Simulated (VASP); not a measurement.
# BaTiO3 (R3m) in VASP: a series of runs, part 2 of 2

VASP 6.6.1.

## 3. Single point, PBEsol (13.45 Å³/atom)

This run uses another cell than the first one, of 13.45 Å³/atom.

INCAR

```
SYSTEM = BaTiO3
ALGO = Normal
EDIFF = 1E-6
ENCUT = 520
GGA = PS
ISIF = 2
ISMEAR = 0
LASPH = .TRUE.
LCHARG = .TRUE.
LELF = .TRUE.
LREAL = .FALSE.
LVHAR = .TRUE.
LWAVE = .FALSE.
NBANDS = 28
NELM = 80
PREC = Accurate
SIGMA = 0.02
```

KPOINTS

```
k-points
0
G
  9 9 9
  0 0 0
```

POSCAR

```
BaTiO3
1.0
    2.8668713004      1.6551889170      2.3628955271
   -2.8668713004      1.6551889170      2.3628955271
    0.0000000000     -3.3103778340      2.3628955271
Ba Ti O
1 1 3
Direct
   -0.0068823707     -0.0068823707     -0.0068823707
    0.4789997240      0.4789997240      0.4789997240
    0.5116570477      0.5116570477      0.0237685514
    0.0237685514      0.5116570477      0.5116570477
    0.5116570477      0.0237685514      0.5116570477
```

Potentials or basis: VASP PAW PBE potentials, release 64 (Ba_sv, Ti_sv, O).

Run with:

```console
$ cat potpaw_PBE.64/Ba_sv/POTCAR potpaw_PBE.64/Ti_sv/POTCAR potpaw_PBE.64/O/POTCAR > POTCAR
$ mpirun -np 1 vasp_std > vasp.out
```

OUTCAR:

```text
SYSTEM = BaTiO3
   EDIFF = 1E-6
   ENCUT = 520
   GGA = PS
   ISIF = 2
   ISMEAR = 0
   LASPH = .TRUE.
   LREAL = .FALSE.
   NELM = 80
   PREC = Accurate

 ion  position               nearest neighbor table
   1  0.993  0.993  0.993-   3 2.78   4 2.78   5 2.78   4 2.87   5 2.87   5 2.87   4 2.87   3 2.87
                             3 2.87   3 3.00   4 3.00   5 3.00   2 3.44   2 3.48   2 3.48   2 3.48
   2  0.479  0.479  0.479-   3 1.86   4 1.86   5 1.86   3 2.23   4 2.23   5 2.23   1 3.44   1 3.48
                             1 3.48   1 3.48   1 3.55   1 3.55   1 3.55   1 3.64
   3  0.512  0.512  0.024-   2 1.86   2 2.23   1 2.78   1 2.87   1 2.87   1 3.00
   4  0.024  0.512  0.512-   2 1.86   2 2.23   1 2.78   1 2.87   1 2.87   1 3.00
   5  0.512  0.024  0.512-   2 1.86   2 2.23   1 2.78   1 2.87   1 2.87   1 3.00

  LATTYP: Found a trigonal (rhomboedric) cell.
 ALAT       =     4.0671705983
 COS(alpha) =     0.0062855365

  Lattice vectors:

 A1 = (   2.8668713004,   1.6551889170,   2.3628955271)
 A2 = (  -2.8668713004,   1.6551889170,   2.3628955271)
 A3 = (   0.0000000000,  -3.3103778340,   2.3628955271)

Analysis of symmetry for initial positions (statically):
[... 176 lines left out ...]

  energy without entropy =      -41.96516499  energy(sigma->0) =      -41.96516499

 E-fermi :   3.3005     XC(G=0): -11.2330

 val. band max:        3.2000453699   @ k =   0.4444   0.4444   0.4444
 cond. band min:       5.8715830061   @ k =   0.1111  -0.0000   0.0000
 fundamental gap:      2.6715376362
 Fermi energy:         3.3005435908

 k-point     1 :       0.0000    0.0000    0.0000
  band No.  band energies     occupation
      1     -52.7462      2.00000
      2     -29.1219      2.00000
      3     -29.1219      2.00000
      4     -29.1169      2.00000
      5     -21.6155      2.00000
      6     -13.3692      2.00000
[... 733 lines left out ...]
     27      11.0870      0.00000
     28      12.6844      0.00000

 [... further k-points ...]
[... 5 lines left out ...]
  --------------------------------------------------------------------------------------
  -------------------------------------------------------------------------------------
  Total       -1.7265889     -1.7265889     -1.7673617      0.0000000      0.0000000      0.0000000
  in kB      -41.1195158    -41.1195158    -42.0905388      0.0000000      0.0000000      0.0000000
  external PRESSURE =     -41.4431902 kB  Pullay stress =       0.0000000 kB

 VOLUME and BASIS-vectors are now :
 -----------------------------------------------------------------------------
  energy-cutoff  :      520.00
  volume of cell :       67.27
      direct lattice vectors                 reciprocal lattice vectors
     2.866871300  1.655188917  2.362895527     0.174406155  0.100693440  0.141069857
    -2.866871300  1.655188917  2.362895527    -0.174406155  0.100693440  0.141069857
     0.000000000 -3.310377834  2.362895527     0.000000000 -0.201386881  0.141069857

 POSITION                                       TOTAL-FORCE (eV/Angst)
 -----------------------------------------------------------------------------------
      0.00000      0.00000      7.03990         0.000000     -0.000000      0.051215
      0.00000      0.00000      3.39548         0.000000      0.000000      0.087593
      0.00000      1.61510      2.47415         0.000000      0.032578     -0.046269
     -1.39871     -0.80755      2.47415        -0.028214     -0.016289     -0.046269
      1.39871     -0.80755      2.47415         0.028214     -0.016289     -0.046269
 -----------------------------------------------------------------------------------
    total drift:                               -0.000000      0.000006     -0.000442

  FREE ENERGIE OF THE ION-ELECTRON SYSTEM (eV)
  ---------------------------------------------------
  free  energy   TOTEN  =       -41.9651649903 eV

  energy  without entropy=      -41.9651649903  energy(sigma->0) =      -41.96516499
```

OSZICAR:

```text
N       E                     dE             d eps       ncg     rms          rms(c)
DAV:   1     0.434388251905E+03    0.43439E+03   -0.20718E+04  4760   0.153E+03
DAV:   2    -0.436810518702E+01   -0.43876E+03   -0.41726E+03  5440   0.425E+02
DAV:   3    -0.495986019396E+02   -0.45230E+02   -0.44812E+02  6624   0.134E+02
DAV:   4    -0.517547961823E+02   -0.21562E+01   -0.21509E+01  7224   0.253E+01
DAV:   5    -0.518143833615E+02   -0.59587E-01   -0.59577E-01  6452   0.335E+00    0.233E+01
DAV:   6    -0.422804626805E+02    0.95339E+01   -0.52776E+01  7396   0.667E+01    0.103E+01
DAV:   7    -0.421889360115E+02    0.91527E-01   -0.11902E+01  6612   0.253E+01    0.735E+00
DAV:   8    -0.419677412108E+02    0.22119E+00   -0.69713E-01  5848   0.800E+00    0.341E+00
DAV:   9    -0.419932429667E+02   -0.25502E-01   -0.33388E-01  7196   0.485E+00    0.160E+00
DAV:  10    -0.419684077431E+02    0.24835E-01   -0.15809E-01  5800   0.413E+00    0.537E-01
DAV:  11    -0.419651973428E+02    0.32104E-02   -0.17034E-02  6116   0.806E-01    0.124E-01
DAV:  12    -0.419653588941E+02   -0.16155E-03   -0.20915E-03  6716   0.417E-01    0.133E-01
DAV:  13    -0.419651637802E+02    0.19511E-03   -0.86512E-04  6092   0.306E-01    0.201E-02
DAV:  14    -0.419651648689E+02   -0.10887E-05   -0.35875E-05  5708   0.491E-02    0.547E-03
DAV:  15    -0.419651649903E+02   -0.12138E-06   -0.35291E-06  5908   0.120E-02
   1 F= -.41965165E+02 E0= -.41965165E+02  d E =-.334929E-15
```

Run time: 2.1 min. Hardware: 1 thread of Intel Xeon Platinum 8259CL at 2.50GHz (Skylake/Cascade Lake), shared host; peak memory 0.29 GiB.

What came out:

- Free energy: -41.9652 eV
- Pressure: -4.1 GPa
- Largest force: 0.088 eV/Å
- Band gap on the k mesh: 2.67 eV (least direct gap 3.14 eV)

Forces on the atoms (eV/Å):
```
Ba   0.000  0.000  0.051
Ti   0.000  0.000  0.088
O    0.000  0.033 -0.046
O   -0.028 -0.016 -0.046
O    0.028 -0.016 -0.046
```

Caveat: the cell stands under tension; the PAW data sets were made with another functional, which shifts forces and pressure a little; spin-orbit coupling is left out, which moves the levels of the heavy elements; an odd mesh through Γ misses points on the zone boundary, where band edges can lie.

## 4. Single point, PBEsol (13.96 Å³/atom)

This run uses another cell than the first one, of 13.96 Å³/atom.

INCAR

```
SYSTEM = BaTiO3
PREC = Accurate
ENCUT = 520
EDIFF = 1E-6
ISMEAR = 0
SIGMA = 0.02
LREAL = .FALSE.
LASPH = .TRUE.
NELM = 80
ALGO = Normal
ISIF = 2
LWAVE = .FALSE.
LCHARG = .FALSE.
GGA = PS
NBANDS = 28
```

KPOINTS

```
Automatic mesh
0
G
  9 9 9
  0 0 0
```

POSCAR

```
BaTiO3
1.0
    2.8975872296      1.6729227670      2.4003506886
   -2.8975872296      1.6729227670      2.4003506886
    0.0000000000     -3.3458455340      2.4003506886
Ba Ti O
1 1 3
Direct
   -0.0103982267     -0.0103982267     -0.0103982267
    0.4749835223      0.4749835223      0.4749835223
    0.5129713187      0.5129713187      0.0286720671
    0.0286720671      0.5129713187      0.5129713187
    0.5129713187      0.0286720671      0.5129713187
```

Run with:

```console
$ cat potpaw_PBE.64/Ba_sv/POTCAR potpaw_PBE.64/Ti_sv/POTCAR potpaw_PBE.64/O/POTCAR > POTCAR
$ mpirun -np 1 vasp_std > vasp.out
```

Run time: 1.8 min. Hardware: 1 thread of Intel Xeon Platinum 8259CL at 2.50GHz (Skylake/Cascade Lake), shared host; peak memory 0.29 GiB.

Results (log left out):

| Quantity | Value |
| --- | --- |
| Free energy | -41.8718 eV |
| Pressure | -6.8 GPa |
| Largest force | 0.106 eV/Å |
| Band gap on the k mesh | 2.85 eV (least direct gap 3.39 eV) |

Forces on the atoms (eV/Å):
```
Ba   0.000  0.000  0.061
Ti   0.000  0.000  0.106
O    0.000  0.040 -0.055
O   -0.034 -0.020 -0.055
O    0.034 -0.020 -0.055
```

Stress tensor (GPa, compression positive):
```
-6.75  0.00  0.00
 0.00 -6.75  0.00
 0.00  0.00 -6.83
```

Levels at points of the mesh, in eV from the valence-band top:
| k point | band 16 | band 17 | band 18 | band 19 | band 20 | band 21 | band 22 | band 23 | band 24 | band 25 |
| --- | --- | --- | --- | --- | --- | --- | --- | --- | --- | --- |
| (0.00, 0.00, 0.00) | -1.44 | -0.88 | -0.86 | -0.68 | -0.68 | 2.92 | 2.92 | 3.13 | 4.69 | 4.69 |

Caveat: the cell stands under tension; the PAW data sets were made with another functional, which shifts forces and pressure a little; spin-orbit coupling is left out, which moves the levels of the heavy elements; an odd mesh through Γ misses points on the zone boundary, where band edges can lie.

## 5. The runs side by side

```csv
cell,gap on the mesh (eV),pressure (GPa),largest force (eV/Å)
"a = 4.028 Å, angles 89.8°, 5 atoms, atomic positions A",2.50,-1.5,0.08
"a = 4.067 Å, angles 89.6°, 5 atoms, atomic positions B",2.67,-4.1,0.09
"a = 4.118 Å, angles 89.4°, 5 atoms, atomic positions C",2.85,-6.8,0.11
```

Alike in all rows: task single point; level PBEsol; potentials or basis VASP PAW PBE potentials, release 64 (Ba_sv, Ti_sv, O); no spin polarisation; k mesh 9 × 9 × 9; cutoff (eV) 520; smearing gaussian 0.02 eV.

Caveats: the PAW data sets were made with another functional, which shifts forces and pressure a little; spin-orbit coupling is left out, which moves the levels of the heavy elements; an odd mesh through Γ misses points on the zone boundary, where band edges can lie; the cell stands under tension (at least some runs).

Total energies depend on the potentials used, so only differences within one code and one set of settings carry meaning.
